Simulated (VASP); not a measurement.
# Pt (Fm-3m) in VASP: further runs

The runs below take Pt through single point, with PBE.

All numbers are computed with VASP 6.6.1; they aren't measurements. Logs are shortened: lines on timing, memory, paths and dates and some standing lists are left out, and cuts for length are marked.

## (1) The cell of the first run

Symmetry: Fm-3m, No. 225, cubic system. Conventional cell: a = 3.922 Å, b = 3.922 Å, c = 3.922 Å, α = 90.00°, β = 90.00°, γ = 90.00°. Within 3.7 Å of Pt (site symmetry m-3m) lie 12 Pt at 2.77 Å.

## (2) Single point, PBE

INCAR reads:

```
ALGO = Fast
EDIFF = 1E-7
ENCUT = 520
GGA = PE
ISIF = 2
ISMEAR = 0
LASPH = T
LCHARG = F
LREAL = F
LWAVE = F
NBANDS = 11
NELM = 100
PREC = Accurate
SIGMA = 0.023
```

KPOINTS reads:

```
k-points
0
Gamma
  12 12 12
```

POSCAR reads:

```
Pt
1.0
    0.0000000000      1.9609000000      1.9609000000
    1.9609000000      0.0000000000      1.9609000000
    1.9609000000      1.9609000000      0.0000000000
Pt
1
Direct
    0.0000000000      0.0000000000      0.0000000000
```

Potentials or basis: VASP PAW PBE potentials, release 64 (Pt).

On the command line:

```bash
> cat potpaw_PBE.64/Pt/POTCAR > POTCAR
> mpirun -np 1 vasp_std > vasp.out
```

OUTCAR:

```text
EDIFF = 1E-7
   ENCUT = 520
   GGA = PE
   ISIF = 2
   ISMEAR = 0
   LASPH = T
   LREAL = F
   NELM = 100
   PREC = Accurate

 ion  position               nearest neighbor table
   1  0.000  0.000  0.000-

  LATTYP: Found a face centered cubic cell.
 ALAT       =     3.9218000000

  Lattice vectors:

 A1 = (   0.0000000000,   1.9609000000,   1.9609000000)
 A2 = (   1.9609000000,   0.0000000000,   1.9609000000)
 A3 = (   1.9609000000,   1.9609000000,   0.0000000000)

Analysis of symmetry for initial positions (statically):
=====================================================================
 Subroutine PRICEL returns:
 Original cell was already a primitive cell.

 Routine SETGRP: Setting up the symmetry group for a
 face centered cubic supercell.

 Subroutine GETGRP returns: Found 48 space group operations
 (whereof 48 operations were pure point group operations)
 out of a pool of 48 trial point group operations.

The static configuration has the point symmetry O_h .

Analysis of symmetry for dynamics (positions and initial velocities):
=====================================================================
 Subroutine PRICEL returns:
 Original cell was already a primitive cell.

 Routine SETGRP: Setting up the symmetry group for a
 face centered cubic supercell.

 Subroutine GETGRP returns: Found 48 space group operations
 (whereof 48 operations were pure point group operations)
 out of a pool of 48 trial point group operations.

The dynamic configuration has the point symmetry O_h .

 Subroutine INISYM returns: Found 48 space group operations
 (whereof 48 operations are pure point group operations),
 and found     1 'primitive' translations

----------------------------------------------------------------------------------------

                                     Primitive cell

  volume of cell :      15.0798

  direct lattice vectors                    reciprocal lattice vectors
     0.000000000  1.960900000  1.960900000    -0.254984956  0.254984956  0.254984956
     1.960900000  0.000000000  1.960900000     0.254984956 -0.254984956  0.254984956
     1.960900000  1.960900000  0.000000000     0.254984956  0.254984956 -0.254984956

  length of vectors
     2.773131374  2.773131374  2.773131374     0.441646899  0.441646899  0.441646899

  position of ions in fractional coordinates (direct lattice)
     0.000000000  0.000000000  0.000000000

  ion indices of the primitive-cell ions
   primitive index   ion index
                 1           1

[... 79 lines left out ...]
   POTIM  = 0.5000    time-step for ionic-motion
   TEBEG  =    0.0;   TEEND  =   0.0 temperature during run
   PSTRESS=    0.0 pullay stress
   NELECT =      10.0000    total number of electrons
   NUPDOWN=      -1.0000    fix difference up-down
   EMIN   =  10.00;   EMAX   =-10.00  energy-range for DOS
   EFERMI =   0.00;   METHOD = LEGACY
   ISMEAR =     0;   SIGMA  =   0.02  broadening in eV -4-tet -1-fermi 0-gaus
   EFERMI_NEDOS =   21; number of points for ismear=-14 and -15
   IALGO  =     68    algorithm
   IMIX   =      4    mixing-type and parameters
     AMIX     =   0.40;   BMIX     =  1.00
     AMIX_MAG =   1.60;   BMIX_MAG =  1.00
  volume/ion in A,a.u.               =      15.08       101.76
  Fermi-wavevector in a.u.,A,eV,Ry     =   1.427609  2.697791 27.729605  2.038068
  Thomas-Fermi vector in A             =   2.547760
   LORBIT       =      0    0 simple, 1 ext, 2 COOP (PROOUT), +10 PAW based schemes
   GGA     = PE    functional components
   LHFCALC =     F    Hartree Fock is set to
   AEXX    =    0.0000 exact exchange contribution
   IVDW    =     0    specifies the selected vdW correction
   LEPSILON=     F    determine dielectric tensor
   LRPA    =     F    only Hartree local field effects (RPA)
 non-spin polarized calculation
 RMM-DIIS sequential band-by-band and
 Gauss-broadening in eV      SIGMA  =   0.02
  energy-cutoff  :      520.00
  volume of cell :       15.08
 maximum number of plane-waves:       419
 NGX is ok and might be reduce to    24
   NGX = 11   NGY = 11   NGZ = 11

 number of electron      10.0000000 magnetization

 Free energy of the ion-electron system (eV)
  ---------------------------------------------------
  ext. energy  EPLUGINS =         0.00000000
  ---------------------------------------------------
  free energy    TOTEN  =        -6.08348238 eV

  energy without entropy =       -6.08208870  energy(sigma->0) =       -6.08278554

 E-fermi :  11.2957     XC(G=0): -13.4889

 val. band max:       11.2919283433   @ k =  -0.4167   0.4167   0.1667
 cond. band min:      11.2987978313   @ k =   0.5000   0.4167   0.0833
 fundamental gap:      0.0068694880
 Fermi energy:        11.2957034367

 k-point     1 :       0.0000    0.0000    0.0000
  band No.  band energies     occupation
      1       1.0490      2.00000
      2       7.4878      2.00000
      3       7.4878      2.00000
      4       7.4878      2.00000
      5       9.6444      2.00000
      6       9.6444      2.00000
      7      25.9054      0.00000
      8      30.8720      0.00000
      9      30.8720      0.00000
     10      30.8720      0.00000
     11      36.2129      0.00000
[... 309 lines left out ...]
 k-point    24 :      -0.4167    0.1667    0.0000
  band No.  band energies     occupation
      1       4.7630      2.00000
      2       6.8449      2.00000
      3       8.1058      2.00000
      4       8.3946      2.00000
      5      10.9821      2.00000
      6      14.3051      0.00000
      7      17.3056      0.00000
      8      26.0859      0.00000
      9      28.1859      0.00000
     10      29.8221      0.00000
     11      38.1477      0.00000

 [... further k-points ...]

------------------------ aborting loop because EDIFF is reached ----------------------------------------

  FORCE on cell =-STRESS in cart. coord.  units (eV):
  Direction    XX          YY          ZZ          XY          YZ          ZX
  --------------------------------------------------------------------------------------
  -------------------------------------------------------------------------------------
  Total        0.9111530      0.9111530      0.9111530     -0.0000000      0.0000000      0.0000000
  in kB       96.8067328     96.8067328     96.8067328     -0.0000000      0.0000000      0.0000000
  external PRESSURE =      96.8067328 kB  Pullay stress =       0.0000000 kB

 VOLUME and BASIS-vectors are now :
 -----------------------------------------------------------------------------
  energy-cutoff  :      520.00
  volume of cell :       15.08
      direct lattice vectors                 reciprocal lattice vectors
     0.000000000  1.960900000  1.960900000    -0.254984956  0.254984956  0.254984956
     1.960900000  0.000000000  1.960900000     0.254984956 -0.254984956  0.254984956
     1.960900000  1.960900000  0.000000000     0.254984956  0.254984956 -0.254984956

 POSITION                                       TOTAL-FORCE (eV/Angst)
 -----------------------------------------------------------------------------------
      0.00000      0.00000      0.00000        -0.000000     -0.000000     -0.000000
 -----------------------------------------------------------------------------------
    total drift:                               -0.000000      0.000000     -0.000000

  FREE ENERGIE OF THE ION-ELECTRON SYSTEM (eV)
  ---------------------------------------------------
  free  energy   TOTEN  =        -6.0834823780 eV

  energy  without entropy=       -6.0820887045  energy(sigma->0) =       -6.08278554
```

OSZICAR:

```text
N       E                     dE             d eps       ncg     rms          rms(c)
DAV:   1     0.408207861434E+02    0.40821E+02   -0.53367E+03  1616   0.847E+02
DAV:   2    -0.579048669985E+01   -0.46611E+02   -0.44493E+02  1823   0.175E+02
DAV:   3    -0.645344566161E+01   -0.66296E+00   -0.66115E+00  1806   0.201E+01
DAV:   4    -0.645609961818E+01   -0.26540E-02   -0.26536E-02  1827   0.150E+00
DAV:   5    -0.645612102453E+01   -0.21406E-04   -0.21406E-04  1845   0.125E-01    0.129E+01
RMM:   6    -0.612410580412E+01    0.33202E+00   -0.32693E-01  1596   0.490E+00    0.687E+00
RMM:   7    -0.608700896188E+01    0.37097E-01   -0.71653E-02  1680   0.247E+00    0.252E+00
RMM:   8    -0.608410891656E+01    0.29000E-02   -0.11378E-02  1660   0.909E-01    0.704E-01
RMM:   9    -0.608346340220E+01    0.64551E-03   -0.13524E-03  1788   0.315E-01    0.372E-02
RMM:  10    -0.608348117253E+01   -0.17770E-04   -0.16291E-04  1812   0.977E-02    0.326E-02
RMM:  11    -0.608348125191E+01   -0.79383E-07   -0.12537E-05  1933   0.260E-02    0.897E-03
RMM:  12    -0.608348239731E+01   -0.11454E-05   -0.32906E-06  1853   0.122E-02    0.492E-03
RMM:  13    -0.608348237802E+01    0.19288E-07   -0.66814E-07  1597   0.551E-03
   1 F= -.60834824E+01 E0= -.60827855E+01  d E =-.139367E-02
```

stdout:

```text
POSCAR found type information on POSCAR Pt
 POSCAR found :  1 types and       1 ions
 scaLAPACK will be used
 LDA part: xc-table for (Slater+PW92), standard interpolation
 POSCAR, INCAR and KPOINTS ok, starting setup
 FFT: planning ... GRIDC
 FFT: planning ... GRID_SOFT
 FFT: planning ... GRID
 WAVECAR not read
 entering main loop
```

It took 5.6 s on 1 thread of Intel Xeon 6975P-C (Granite Rapids), shared host; peak memory 0.14 GiB.

What came out:

```
Free energy            : -6.0835 eV
Pressure               : 9.7 GPa
Band gap on the k mesh : zero (band 5 reaches 11.78 eV, above the bottom of band 6 at 9.54 eV)
```

Levels at points of the mesh, in eV from the Fermi level:
```tsv
k point	band 3	band 4	band 5	band 6	band 7	band 8
(0.00, 0.00, 0.00)	-3.81	-3.81	-1.65	-1.65	14.61	19.58
(0.50, 0.00, 0.00)	-3.87	-0.50	0.02	0.02	5.82	14.18
(0.50, 0.50, 0.00)	-0.01	0.48	0.48	1.75	8.86	11.37
```

Caveat: spin-orbit coupling is left out, which moves the levels of the heavy elements.

## (3) Single point, PBE

INCAR reads:

```
SYSTEM = Pt
PREC = Accurate
ENCUT = 520
EDIFF = 1E-6
ISMEAR = 0
SIGMA = 0.027000000000000003
LREAL = .FALSE.
LASPH = .TRUE.
NELM = 60
ALGO = Normal
ISIF = 2
LWAVE = .FALSE.
LCHARG = .FALSE.
GGA = PE
NBANDS = 11
```

KPOINTS reads:

```
regular mesh
0
G
  12 12 12
  0 0 0
```

POSCAR is that of step 2.

Potentials or basis: VASP PAW PBE potentials, release 64 (Pt).

On the command line:

```bash
> cat potpaw_PBE.64/Pt/POTCAR > POTCAR
> mpirun -np 1 vasp_std > vasp.out
```

It took 5.5 s on 1 thread of AMD EPYC 9R45 (Zen 5), shared host; peak memory 0.11 GiB.

The run converged. Its results:

* Free energy: -6.0837 eV
* Pressure: 9.7 GPa
* Band gap on the k mesh: zero (band 5 reaches 11.78 eV, above the bottom of band 6 at 9.54 eV)

Levels at points of the mesh, in eV from the Fermi level:
```csv
k point,band 2,band 3,band 4,band 5,band 6,band 7,band 8,band 9
"(0.00, 0.00, 0.00)",-3.81,-3.81,-3.81,-1.65,-1.65,14.61,19.58,19.58
"(0.50, 0.00, 0.00)",-3.87,-3.87,-0.50,0.02,0.02,5.82,14.18,18.96
"(0.50, 0.50, 0.00)",-6.64,-0.01,0.48,0.48,1.75,8.86,11.37,11.37
```

Caveat: spin-orbit coupling is left out, which moves the levels of the heavy elements.

## (4) Single point, PBE

INCAR reads:

```
SYSTEM = Pt
PREC = Accurate ; ENCUT = 520
EDIFF = 1E-6 ; ISMEAR = 0
SIGMA = 0.013000000000000001 ; LREAL = .False.
LASPH = .True. ; NELM = 80
ALGO = Normal ; ISIF = 2
LWAVE = .False. ; LCHARG = .False.
GGA = PE ; NBANDS = 11
```

KPOINTS reads:

```
Automatic mesh
0
Gamma
  12 12 12
  0 0 0
```

POSCAR is that of step 3.

On the command line:

```bash
> cat potpaw_PBE.64/Pt/POTCAR > POTCAR
> mpirun -np 1 vasp_std > vasp.out
```

It took 5.5 s on 1 thread of AMD EPYC 9R45 (Zen 5), shared host; peak memory 0.11 GiB.

Results (log left out):

```yaml
Free_energy: -6.0829 eV
Pressure: 9.7 GPa
Band_gap_on_the_k_mesh: zero (band 5 reaches 11.78 eV, above the bottom of band 6 at 9.54 eV)
```

Levels at points of the mesh, in eV from the Fermi level:
| k point | band 3 | band 4 | band 5 | band 6 | band 7 | band 8 |
| --- | --- | --- | --- | --- | --- | --- |
| (0.00, 0.00, 0.00) | -3.81 | -3.81 | -1.65 | -1.65 | 14.61 | 19.58 |
| (0.50, 0.00, 0.00) | -3.87 | -0.50 | 0.02 | 0.02 | 5.82 | 14.18 |
| (0.50, 0.50, 0.00) | -0.01 | 0.48 | 0.48 | 1.75 | 8.86 | 11.37 |

Caveat: spin-orbit coupling is left out, which moves the levels of the heavy elements.

## (5) Single point, PBE

INCAR reads:

```
  PREC = Accurate
  ENCUT = 520
  EDIFF = 1E-7
  ISMEAR = 0
  SIGMA = 0.025
  LREAL = False
  LASPH = True
  NELM = 100
  ALGO = Fast
  ISIF = 2
  LWAVE = False
  LCHARG = False
  GGA = PE
  NBANDS = 11
```

KPOINTS reads:

```
regular mesh
0
Gamma
  12 12 12
```

POSCAR is that of step 4.

Potentials or basis: VASP PAW PBE potentials, release 64 (Pt).

On the command line:

```bash
> cat potpaw_PBE.64/Pt/POTCAR > POTCAR
> mpirun -np 1 vasp_std > vasp.out
```

OUTCAR:

```text
PREC = Accurate
   ENCUT = 520
   EDIFF = 1E-7
   ISMEAR = 0
   LREAL = False
   LASPH = True
   NELM = 100
   ISIF = 2
   GGA = PE

 ion  position               nearest neighbor table
   1  0.000  0.000  0.000-

  LATTYP: Found a face centered cubic cell.
 ALAT       =     3.9218000000

  Lattice vectors:

 A1 = (   0.0000000000,   1.9609000000,   1.9609000000)
 A2 = (   1.9609000000,   0.0000000000,   1.9609000000)
 A3 = (   1.9609000000,   1.9609000000,   0.0000000000)

Analysis of symmetry for initial positions (statically):
=====================================================================
 Subroutine PRICEL returns:
 Original cell was already a primitive cell.

 Routine SETGRP: Setting up the symmetry group for a
 face centered cubic supercell.

 Subroutine GETGRP returns: Found 48 space group operations
 (whereof 48 operations were pure point group operations)
 out of a pool of 48 trial point group operations.

The static configuration has the point symmetry O_h .

Analysis of symmetry for dynamics (positions and initial velocities):
=====================================================================
[... 161 lines left out ...]
 cond. band min:      11.2987867616   @ k =   0.5000   0.4167   0.0833
 fundamental gap:      0.0068695959
 Fermi energy:        11.2955883709

 k-point     1 :       0.0000    0.0000    0.0000
  band No.  band energies     occupation
      1       1.0490      2.00000
      2       7.4878      2.00000
      3       7.4878      2.00000
      4       7.4878      2.00000
      5       9.6444      2.00000
      6       9.6444      2.00000
      7      25.9053      0.00000
      8      30.8720      0.00000
      9      30.8720      0.00000
     10      30.8720      0.00000
     11      36.2129      0.00000
[... 309 lines left out ...]
 k-point    24 :      -0.4167    0.1667    0.0000
  band No.  band energies     occupation
      1       4.7630      2.00000
      2       6.8449      2.00000
      3       8.1058      2.00000
      4       8.3946      2.00000
      5      10.9821      2.00000
      6      14.3051      0.00000
      7      17.3056      0.00000
      8      26.0859      0.00000
      9      28.1858      0.00000
     10      29.8221      0.00000
     11      38.1477      0.00000

 [... further k-points ...]
[... 5 lines left out ...]
  --------------------------------------------------------------------------------------
  -------------------------------------------------------------------------------------
  Total        0.9114255      0.9114255      0.9114255     -0.0000000      0.0000000     -0.0000000
  in kB       96.8356887     96.8356887     96.8356887     -0.0000000      0.0000000     -0.0000000
  external PRESSURE =      96.8356887 kB  Pullay stress =       0.0000000 kB

 VOLUME and BASIS-vectors are now :
 -----------------------------------------------------------------------------
  energy-cutoff  :      520.00
  volume of cell :       15.08
      direct lattice vectors                 reciprocal lattice vectors
     0.000000000  1.960900000  1.960900000    -0.254984956  0.254984956  0.254984956
     1.960900000  0.000000000  1.960900000     0.254984956 -0.254984956  0.254984956
     1.960900000  1.960900000  0.000000000     0.254984956  0.254984956 -0.254984956

 POSITION                                       TOTAL-FORCE (eV/Angst)
 -----------------------------------------------------------------------------------
      0.00000      0.00000      0.00000        -0.000000     -0.000000      0.000000
 -----------------------------------------------------------------------------------
    total drift:                               -0.000000     -0.000000     -0.000000

  FREE ENERGIE OF THE ION-ELECTRON SYSTEM (eV)
  ---------------------------------------------------
  free  energy   TOTEN  =        -6.0836053101 eV

  energy  without entropy=       -6.0820478694  energy(sigma->0) =       -6.08282659
```

stdout:

```text
POSCAR found type information on POSCAR Pt
 POSCAR found :  1 types and       1 ions
 scaLAPACK will be used
 LDA part: xc-table for (Slater+PW92), standard interpolation
 POSCAR, INCAR and KPOINTS ok, starting setup
 FFT: planning ... GRIDC
 FFT: planning ... GRID_SOFT
 FFT: planning ... GRID
 WAVECAR not read
 entering main loop
```

Wall time 7.2 s (1 thread of AMD EPYC 9R45 (Zen 5), shared host); peak memory 0.11 GiB.

What came out:

```
Free energy            : -6.0836 eV
Pressure               : 9.7 GPa
Band gap on the k mesh : zero (band 5 reaches 11.78 eV, above the bottom of band 6 at 9.54 eV)
```

Levels at points of the mesh, in eV from the Fermi level:
```csv
k point,band 3,band 4,band 5,band 6,band 7,band 8
"(0.00, 0.00, 0.00)",-3.81,-3.81,-1.65,-1.65,14.61,19.58
"(0.50, 0.00, 0.00)",-3.87,-0.50,0.02,0.02,5.82,14.18
"(0.50, 0.50, 0.00)",-0.01,0.48,0.48,1.75,8.86,11.37
```

Caveat: spin-orbit coupling is left out, which moves the levels of the heavy elements.

## (6) Single point, PBE

INCAR reads:

```
SYSTEM = Pt
PREC = Accurate
ENCUT = 520
EDIFF = 1E-6
ISMEAR = 0
SIGMA = 0.023
LREAL = .False.
LASPH = .True.
NELM = 80
ALGO = Normal
ISIF = 2
LWAVE = .False.
LCHARG = .True.
GGA = PE
LELF = .True.
LVHAR = .True.
NBANDS = 11
```

KPOINTS reads:

```
regular mesh
0
Gamma
  12 12 12
  0 0 0
```

POSCAR is that of step 5.

Potentials or basis: VASP PAW PBE potentials, release 64 (Pt).

On the command line:

```bash
> cat potpaw_PBE.64/Pt/POTCAR > POTCAR
> mpirun -np 1 vasp_std > vasp.out
```

It took 6 s on 1 thread of AMD EPYC 9R45 (Zen 5), shared host; peak memory 0.11 GiB.

The run converged. Its results:

```
Free energy            : -6.0835 eV
Pressure               : 9.7 GPa
Band gap on the k mesh : zero (band 5 reaches 11.78 eV, above the bottom of band 6 at 9.54 eV)
```

Levels at points of the mesh, in eV from the Fermi level:
```
           k point  band 3  band 4  band 5  band 6  band 7  band 8
(0.00, 0.00, 0.00)   -3.81   -3.81   -1.65   -1.65   14.61   19.58
(0.50, 0.00, 0.00)   -3.87   -0.50    0.02    0.02    5.82   14.18
(0.50, 0.50, 0.00)   -0.01    0.48    0.48    1.75    8.86   11.37
```

Caveat: spin-orbit coupling is left out, which moves the levels of the heavy elements.

## (7) Overview

```csv
smearing,gap on the mesh (eV),pressure (GPa)
gaussian 0.023 eV,none,9.7
gaussian 0.027 eV,none,9.7
gaussian 0.013 eV,none,9.7
gaussian 0.025 eV,none,9.7
```

Alike in all rows: task single point; level PBE; potentials or basis VASP PAW PBE potentials, release 64 (Pt); no spin polarisation; cell as given; k mesh 12 × 12 × 12; cutoff (eV) 520.

Every run on the cell as given and a fine mesh finds a metal.

Caveats: spin-orbit coupling is left out, which moves the levels of the heavy elements.

Absolute energies hang on the potentials; compare differences alone.
